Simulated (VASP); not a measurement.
# InSb (I-4m2) in VASP: notebook

The runs below take InSb through single point, with PBE.

Program: VASP 6.6.1. These are calculated values, not measurements. Logs are shortened: lines on timing, memory, paths and dates and some standing lists are left out, and cuts for length are marked.

## 1. The cell of the first run

The structure is tetragonal, space group I-4m2 (No. 119). Conventional cell: a = 4.415 Å, b = 4.415 Å, c = 7.492 Å, α = 90.00°, β = 90.00°, γ = 90.00°. In (site symmetry -4m2) has 4 Sb at 2.90 Å within 3.8 Å. Sb (site symmetry -4m2) has 4 In at 2.90 Å within 3.8 Å.

## 2. Single point, PBE

The input, INCAR:

```
SYSTEM = InSb
ALGO     = Normal         ! electronic algorithm
EDIFF    = 1E-6           ! SCF threshold, eV
ENCUT    = 520            ! plane-wave cutoff, eV
GGA      = PE             ! functional
ISIF     = 2              ! what is computed and relaxed
ISMEAR   = 0              ! smearing method
LASPH    = .True.         ! aspherical terms in the spheres
LCHARG   = .True.         ! write CHGCAR
LELF     = .True.         ! ELF
LREAL    = .False.        ! projectors in reciprocal space
LVHAR    = .True.       
LWAVE    = .False.        ! write WAVECAR
NBANDS   = 16             ! bands
NELM     = 80             ! most SCF steps
PREC     = Accurate       ! precision mode
SIGMA    = 0.15           ! smearing width, eV
```

The input, KPOINTS:

```
k-points
0
Gamma
  18 18 18
  0 0 0
```

The input, POSCAR:

```
InSb
1.0
    0.0000000000      3.1218164425      3.7461797310
    3.1218164425      0.0000000000      3.7461797310
    3.1218164425      3.1218164425      0.0000000000
In Sb
1 1
Direct
    0.0000000000      0.0000000000      0.0000000000
    0.7500000000      0.7500000000      0.7500000000
```

Potentials or basis: VASP PAW PBE potentials, release 64 (In_d, Sb).

Started as:

```console
cat potpaw_PBE.64/In_d/POTCAR potpaw_PBE.64/Sb/POTCAR > POTCAR
mpirun -np 1 vasp_std > vasp.out
```

OUTCAR:

```text
SYSTEM = InSb
   EDIFF = 1E-6
   ENCUT = 520
   GGA = PE
   ISIF = 2
   ISMEAR = 0
   LASPH = .True.
   LREAL = .False.
   NELM = 80
   PREC = Accurate

 ion  position               nearest neighbor table
   1  0.000  0.000  0.000-   2 2.90   2 2.90   2 2.90   2 2.90
   2  0.750  0.750  0.750-   1 2.90   1 2.90   1 2.90   1 2.90

  LATTYP: Found a body centered tetragonal cell.
 ALAT       =     4.4149151522
 C/A-ratio  =     1.6970562748

  Lattice vectors:

 A1 = (  -3.1218164425,   0.0000000000,   3.7461797310)
 A2 = (   3.1218164425,   0.0000000000,   3.7461797310)
 A3 = (   0.0000000000,   3.1218164425,  -3.7461797310)

Analysis of symmetry for initial positions (statically):
=====================================================================
 Subroutine PRICEL returns:
 Original cell was already a primitive cell.

 Routine SETGRP: Setting up the symmetry group for a
 body centered tetragonal supercell.

 Subroutine GETGRP returns: Found  8 space group operations
 (whereof  8 operations were pure point group operations)
 out of a pool of 16 trial point group operations.

The static configuration has the point symmetry D_2d.

Analysis of symmetry for dynamics (positions and initial velocities):
=====================================================================
 Subroutine PRICEL returns:
 Original cell was already a primitive cell.

 Routine SETGRP: Setting up the symmetry group for a
 body centered tetragonal supercell.

 Subroutine GETGRP returns: Found  8 space group operations
 (whereof  8 operations were pure point group operations)
 out of a pool of 16 trial point group operations.

The dynamic configuration has the point symmetry D_2d.

 Subroutine INISYM returns: Found  8 space group operations
 (whereof  8 operations are pure point group operations),
 and found     1 'primitive' translations

----------------------------------------------------------------------------------------

                                     Primitive cell

  volume of cell :      73.0186

  direct lattice vectors                    reciprocal lattice vectors
     0.000000000  3.121816443  3.746179731    -0.160163164  0.160163164  0.133469304
     3.121816443  0.000000000  3.746179731     0.160163164 -0.160163164  0.133469304
     3.121816443  3.121816443  0.000000000     0.160163164  0.160163164 -0.133469304
[... 76 lines left out ...]
   ISTART =      0    job   : 0-new  1-cont  2-samecut
   ICHARG =      2    charge: 1-file 2-atom 10-const
   ISPIN  =      1    spin polarized calculation?
   LNONCOLLINEAR =      F non collinear calculations
   LSORBIT =      F    spin-orbit coupling
   LASPH  =      T    aspherical Exc in radial PAW
   ENCUT  =  520.0 eV  38.22 Ry    6.18 a.u.   9.07  9.07  8.21*2*pi/ulx,y,z
   NELM   =     80;   NELMIN=  2; NELMDL= -5     # of ELM steps
   EDIFF  = 0.1E-05   stopping-criterion for ELM
   LREAL  =      F    real-space projection
   EDIFFG = 0.1E-04   stopping-criterion for IOM
   NSW    =      0    number of steps for IOM
   IBRION =     -1    ionic relax: 0-MD 1-quasi-New 2-CG
   NFREE  =      0    steps in history (QN), initial steepest desc. (CG)
   ISIF   =      2    stress and relaxation
   ISYM   =      2    0-nonsym 1-usesym 2-fastsym
   POTIM  = 0.5000    time-step for ionic-motion
   TEBEG  =    0.0;   TEEND  =   0.0 temperature during run
   PSTRESS=    0.0 pullay stress
   NELECT =      18.0000    total number of electrons
   NUPDOWN=      -1.0000    fix difference up-down
   EMIN   =  10.00;   EMAX   =-10.00  energy-range for DOS
   EFERMI =   0.00;   METHOD = LEGACY
   ISMEAR =     0;   SIGMA  =   0.15  broadening in eV -4-tet -1-fermi 0-gaus
   EFERMI_NEDOS =   21; number of points for ismear=-14 and -15
   IALGO  =     38    algorithm
   IMIX   =      4    mixing-type and parameters
     AMIX     =   0.40;   BMIX     =  1.00
     AMIX_MAG =   1.60;   BMIX_MAG =  1.00
  volume/ion in A,a.u.               =      36.51       246.38
  Fermi-wavevector in a.u.,A,eV,Ry     =   1.026490  1.939784 14.336199  1.053681
  Thomas-Fermi vector in A             =   2.160385
   LORBIT       =      0    0 simple, 1 ext, 2 COOP (PROOUT), +10 PAW based schemes
   GGA     = PE    functional components
   LHFCALC =     F    Hartree Fock is set to
   AEXX    =    0.0000 exact exchange contribution
   IVDW    =     0    specifies the selected vdW correction
   LEPSILON=     F    determine dielectric tensor
   LRPA    =     F    only Hartree local field effects (RPA)
 non-spin polarized calculation
 Gauss-broadening in eV      SIGMA  =   0.15
  energy-cutoff  :      520.00
  volume of cell :       73.02
 maximum number of plane-waves:      2006
   NGX = 19   NGY = 19   NGZ = 17

 number of electron      18.0000001 magnetization

 Free energy of the ion-electron system (eV)
  ---------------------------------------------------
  ext. energy  EPLUGINS =         0.00000000
  ---------------------------------------------------
  free energy    TOTEN  =        -6.79519337 eV

  energy without entropy =       -6.79327650  energy(sigma->0) =       -6.79423494

 E-fermi :   4.6578     XC(G=0):  -8.4189

 val. band max:        4.6275528008   @ k =   0.0556   0.0556   0.0000
 cond. band min:       4.6644031787   @ k =  -0.1111   0.1111   0.0000
 fundamental gap:      0.0368503779
 Fermi energy:         4.6578030976

 k-point     1 :       0.0000    0.0000    0.0000
  band No.  band energies     occupation
      1     -10.1157      2.00000
      2     -10.0743      2.00000
      3     -10.0743      2.00000
      4     -10.0420      2.00000
      5     -10.0175      2.00000
      6      -5.8461      2.00000
[... 433 lines left out ...]
      3     -10.0687      2.00000
      4     -10.0455      2.00000
      5     -10.0122      2.00000
      6      -5.3568      2.00000
[... 8 lines left out ...]
     15      11.8540      0.00000
     16      12.2914      0.00000

 [... further k-points ...]
[... 5 lines left out ...]
  --------------------------------------------------------------------------------------
  -------------------------------------------------------------------------------------
  Total        0.8142749      0.8142749     -1.9155035      0.0000000     -0.0000000     -0.0000000
  in kB       17.8668621     17.8668621    -42.0300773      0.0000000     -0.0000000     -0.0000000
  external PRESSURE =      -2.0987844 kB  Pullay stress =       0.0000000 kB

 VOLUME and BASIS-vectors are now :
 -----------------------------------------------------------------------------
  energy-cutoff  :      520.00
  volume of cell :       73.02
      direct lattice vectors                 reciprocal lattice vectors
     0.000000000  3.121816443  3.746179731    -0.160163164  0.160163164  0.133469304
     3.121816443  0.000000000  3.746179731     0.160163164 -0.160163164  0.133469304
     3.121816443  3.121816443  0.000000000     0.160163164  0.160163164 -0.133469304

 POSITION                                       TOTAL-FORCE (eV/Angst)
 -----------------------------------------------------------------------------------
      0.00000      0.00000      0.00000        -0.000000     -0.000000      0.000000
      4.68272      4.68272      5.61927         0.000000      0.000000      0.000000
 -----------------------------------------------------------------------------------
    total drift:                                0.000000      0.000000      0.000000

  FREE ENERGIE OF THE ION-ELECTRON SYSTEM (eV)
  ---------------------------------------------------
  free  energy   TOTEN  =        -6.7951933676 eV

  energy  without entropy=       -6.7932765028  energy(sigma->0) =       -6.79423494
```

OSZICAR:

```text
N       E                     dE             d eps       ncg     rms          rms(c)
DAV:   1     0.112351585671E+03    0.11235E+03   -0.78509E+03 15384   0.109E+03
DAV:   2     0.422980576625E+00   -0.11193E+03   -0.10836E+03 17360   0.277E+02
DAV:   3    -0.668761973175E+01   -0.71106E+01   -0.70786E+01 19896   0.718E+01
DAV:   4    -0.688913063920E+01   -0.20151E+00   -0.20148E+00 19608   0.142E+01
DAV:   5    -0.689950926654E+01   -0.10379E-01   -0.10379E-01 23464   0.255E+00    0.358E+00
DAV:   6    -0.680434008219E+01    0.95169E-01   -0.16477E-01 22784   0.560E+00    0.207E+00
DAV:   7    -0.679381556020E+01    0.10525E-01   -0.57604E-02 20648   0.205E+00    0.600E-01
DAV:   8    -0.679457960741E+01   -0.76405E-03   -0.69306E-03 19464   0.878E-01    0.193E-01
DAV:   9    -0.679512699337E+01   -0.54739E-03   -0.87611E-04 19456   0.263E-01    0.794E-02
DAV:  10    -0.679515626765E+01   -0.29274E-04   -0.47628E-05 20792   0.503E-02    0.342E-02
DAV:  11    -0.679519135127E+01   -0.35084E-04   -0.73103E-05 17728   0.539E-02    0.249E-02
DAV:  12    -0.679519264196E+01   -0.12907E-05   -0.19122E-06 18344   0.102E-02    0.823E-03
DAV:  13    -0.679519336756E+01   -0.72559E-06   -0.10166E-06 16784   0.559E-03
   1 F= -.67951934E+01 E0= -.67942349E+01  d E =-.191686E-02
```

Run time: 4 min. Hardware: 1 thread of AMD EPYC 9R45 (Zen 5), shared host; peak memory 0.64 GiB.

What came out:

* Free energy: -6.7952 eV
* Pressure: -0.2 GPa
* Band gap on the k mesh: zero (band 9 reaches 4.73 eV, above the bottom of band 10 at 4.49 eV)

Levels at points of the mesh, in eV from the Fermi level:
```
           k point  band 7  band 8  band 9  band 10  band 11  band 12
(0.00, 0.00, 0.00)   -1.11   -1.00    0.07     0.07     2.71     2.71
(0.50, 0.00, 0.00)   -5.53   -1.73   -0.53    -0.17     3.53     3.96
(0.50, 0.50, 0.00)   -6.33   -1.63   -1.63     1.84     1.95     7.18
(0.50, 0.00, 0.50)   -5.58   -2.54   -2.45     0.68     0.93     6.37
```

Caveat: spin-orbit coupling is left out, which moves the levels of the heavy elements.

## 3. Single point, PBE

This run uses another cell than the first one, of the same volume but with other edges.

The input, INCAR:

```
PREC = Accurate ; ENCUT = 520
EDIFF = 1E-6 ; ISMEAR = 0
SIGMA = 0.15 ; LREAL = F
LASPH = T ; NELM = 100
ALGO = Normal ; ISIF = 2
LWAVE = F ; LCHARG = T
GGA = PE ; LELF = T
LVHAR = T ; NBANDS = 16
```

The input, KPOINTS:

```
Automatic mesh
0
Gamma
  18 18 18
```

The input, POSCAR:

```
InSb
1.0
    0.0000000000      3.6038738302      2.8110215876
    3.6038738302      0.0000000000      2.8110215876
    3.6038738302      3.6038738302      0.0000000000
In Sb
1 1
Direct
    0.0000000000      0.0000000000      0.0000000000
    0.7500000000      0.7500000000      0.7500000000
```

Potentials or basis: VASP PAW PBE potentials, release 64 (In_d, Sb).

Started as:

```console
cat potpaw_PBE.64/In_d/POTCAR potpaw_PBE.64/Sb/POTCAR > POTCAR
mpirun -np 1 vasp_std > vasp.out
```

Wall time 4 min (1 thread of AMD EPYC 9R45 (Zen 5), shared host); peak memory 0.65 GiB.

It converged, with:

```yaml
Free_energy: -6.7775 eV
Pressure: -0.7 GPa
Band_gap_on_the_k_mesh: zero (band 9 reaches 4.65 eV, above the bottom of band 10 at 4.45 eV)
```

Stress tensor (GPa, compression positive):
```
-1.97  0.00  0.00
 0.00 -1.97  0.00
 0.00  0.00  1.81
```

Levels at points of the mesh, in eV from the Fermi level:
| k point | band 6 | band 7 | band 8 | band 9 | band 10 | band 11 | band 12 | band 13 |
| --- | --- | --- | --- | --- | --- | --- | --- | --- |
| (0.00, 0.00, 0.00) | -10.37 | -1.05 | -0.49 | -0.49 | 0.31 | 2.72 | 3.25 | 3.25 |
| (0.50, 0.00, 0.00) | -9.18 | -5.40 | -1.63 | -0.58 | -0.12 | 3.11 | 4.34 | 6.44 |
| (0.50, 0.50, 0.00) | -8.38 | -5.07 | -2.85 | -2.85 | 0.17 | 0.81 | 7.58 | 7.58 |
| (0.50, 0.00, 0.50) | -8.88 | -6.02 | -1.70 | -1.57 | 1.70 | 1.80 | 6.02 | 6.39 |

Caveat: spin-orbit coupling is left out, which moves the levels of the heavy elements.

## 4. Single point, PBE

This run uses another cell than the first one, of the same volume but with other edges.

The input, INCAR:

```
SYSTEM = InSb
  PREC = Accurate
  ENCUT = 520
  EDIFF = 1E-6
  ISMEAR = 0
  SIGMA = 0.15
  LREAL = .False.
  LASPH = .True.
  NELM = 100
  ALGO = Normal
  ISIF = 2
  LWAVE = .False.
  LCHARG = .True.
  GGA = PE
  LELF = .True.
  LVHAR = .True.
  NBANDS = 16
```

The input, KPOINTS:

```
regular mesh
0
Gamma
  18 18 18
  0 0 0
```

The input, POSCAR:

```
InSb
1.0
    0.0000000000      3.0396249100      3.9515123831
    3.0396249100      0.0000000000      3.9515123831
    3.0396249100      3.0396249100      0.0000000000
In Sb
1 1
Direct
    0.0000000000      0.0000000000      0.0000000000
    0.7500000000      0.7500000000      0.7500000000
```

Started as:

```console
cat potpaw_PBE.64/In_d/POTCAR potpaw_PBE.64/Sb/POTCAR > POTCAR
mpirun -np 1 vasp_std > vasp.out
```

It took 3.5 min on 1 thread of AMD EPYC 9R45 (Zen 5), shared host; peak memory 0.65 GiB.

Results (log left out):

```
Free energy            : -6.6202 eV
Pressure               : -0.3 GPa
Band gap on the k mesh : zero (band 9 reaches 4.91 eV, above the bottom of band 10 at 4.48 eV)
```

Stress tensor (GPa, compression positive):
```
 2.44  0.00  0.00
 0.00  2.44  0.00
 0.00  0.00 -5.77
```

Levels at points of the mesh, in eV from the Fermi level:
| k point | band 6 | band 7 | band 8 | band 9 | band 10 | band 11 | band 12 | band 13 |
| --- | --- | --- | --- | --- | --- | --- | --- | --- |
| (0.00, 0.00, 0.00) | -10.49 | -1.43 | -1.42 | 0.22 | 0.22 | 2.78 | 2.78 | 3.35 |
| (0.50, 0.00, 0.00) | -9.30 | -5.52 | -1.98 | -0.48 | -0.21 | 3.71 | 4.15 | 5.98 |
| (0.50, 0.50, 0.00) | -9.26 | -6.51 | -1.31 | -1.31 | 2.14 | 2.30 | 6.66 | 6.98 |
| (0.50, 0.00, 0.50) | -8.58 | -5.42 | -2.62 | -2.48 | 0.46 | 0.80 | 5.69 | 6.04 |

Caveat: spin-orbit coupling is left out, which moves the levels of the heavy elements.

## 5. The runs side by side

| cell | gap on the mesh (eV) | pressure (GPa) |
| --- | --- | --- |
| a = 4.876, b = 4.876, c = 4.415 Å, angles 63.1, 63.1, 53.8°, 2 atoms | none | -0.2 |
| a = 4.571, b = 4.571, c = 5.097 Å, angles 56.1, 56.1, 67.8°, 2 atoms | none | -0.7 |
| a = 4.985, b = 4.985, c = 4.299 Å, angles 64.5, 64.5, 51.1°, 2 atoms | none | -0.3 |

Alike in all rows: task single point; level PBE; potentials or basis VASP PAW PBE potentials, release 64 (In_d, Sb); no spin polarisation; k mesh 18 × 18 × 18; cutoff (eV) 520; smearing gaussian 0.15 eV.

Caveats: spin-orbit coupling is left out, which moves the levels of the heavy elements.

Total energies depend on the potentials used, so only differences within one code and one set of settings carry meaning.
